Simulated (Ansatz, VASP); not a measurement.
## Gd in VASP and in Ansatz

```
CELL_PARAMETERS angstrom
2.87771 0.00000 0.00000
0.00000 2.87771 0.00000
0.00000 0.00000 2.87771
ATOMIC_POSITIONS crystal
Gd 0.00000 0.00000 0.00000
```

Change from the starting cell: volume scaled by 0.68, LAPW.

Alike in both runs: task single point; functional PBE; k mesh 13 × 13 × 13; occupations fermi-dirac, width 0.08 eV; collinear spin.

```csv
,VASP,Ansatz
version,VASP 6.6.1,Ansatz 0.2.0
potentials or method,"VASP PAW PBE potentials, release 64 (Gd), cutoff 520 eV","all-electron LAPW, scalar-relativistic"
```

|  | VASP | Ansatz | Ansatz less VASP |
| --- | --- | --- | --- |
| pressure (GPa) | 18.6 | 18.3 | -0.31 |
| net moment per atom (μB) | 7.46 | 7.46 | -0.006 |
| size of the moment on the site where the two differ most (μB) | 7.00 | 7.29 | +0.286 |

Site moments also hang on the region over which each program counts them. Ansatz ran all-electron here, and VASP with PAW potentials.

Spin-orbit coupling is off throughout.
